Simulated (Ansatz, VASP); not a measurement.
**Hf2Mo: VASP beside Ansatz**

INCAR

```
ALGO = Normal
EDIFF = 1E-6
EDIFFG = -0.04
ENCUT = 600
GGA = PE
IBRION = 2
ISIF = 3
ISMEAR = 0
LASPH = T
LCHARG = F
LREAL = F
LWAVE = F
NELM = 100
NSW = 90
PREC = Accurate
SIGMA = 0.1
```

KPOINTS

```
k-points
0
Gamma
  6 6 6
```

The input POSCAR:

```
Hf2Mo
1.0
    4.3416908804      0.0000000000      0.0000000000
   -2.1708454402      3.7600145979      0.0000000000
    0.0000000000      0.0000000000      3.0537899343
Hf Mo
2 1
Direct
    0.3333333333      0.6666666667      0.5000000000
    0.6666666667      0.3333333333      0.5000000000
    0.0000000000      0.0000000000      0.0000000000
```

Input for Ansatz:

```yaml
crystal:
  lattice:
    - [4.3416908804, 0.0, 0.0]
    - [-2.1708454402, 3.7600145979, 0.0]
    - [0.0, 0.0, 3.0537899343]
  atoms:
    - { symbol: Hf, position: [0.3333333333, 0.6666666667, 0.5] }
    - { symbol: Hf, position: [0.6666666667, 0.3333333333, 0.5] }
    - { symbol: Mo, position: [0.0, 0.0, 0.0] }
basis:
  ecutwfc: 420
kpoints:
  mp_grid: { grid: [6, 6, 6] }
hamiltonian:
  xc: pbe
scf:
  occupations: { method: gaussian, width: 0.1 }
  lower_state_search: "off"
output:
  forces: true
  stress: true
  eigenvalues: true
relax:
  adjacent_minimum: "off"
  f_tol: 0.04
  max_steps: 70
  cell: { stress_tol: 0.4 }
```

Alike in both runs: task relaxation of cell and atoms; functional PBE; k mesh 6 × 6 × 6; occupations gaussian, width 0.1 eV; no spin polarisation.

```csv
,VASP,Ansatz
version,VASP 6.6.1,Ansatz 0.2.0
potentials or method,"VASP PAW PBE potentials, release 64 (Hf_pv, Mo_sv), cutoff 600 eV","scalar-relativistic, plane waves, PAW"
valence electrons in the cell,34,66
```

```csv
,VASP,Ansatz,Ansatz less VASP
"gap on the k mesh at the Fermi level, each at its own relaxed structure (eV)",none,none,-
relaxed volume (Å³/atom),19.36,19.44,+0.074
relaxed cell length with the largest relative difference (Å),2.837,2.841,+0.0039
```

A gap of «none» marks a metal or a gap that the smearing closes. VASP's potentials hold 34 valence electrons a cell and Ansatz's 66, so a difference there can come from the potentials and not from the codes.

Neither program's run includes spin-orbit coupling. Noted on VASP's run: the volume moved by over 15 % at a fixed basis, so the end points are rough.
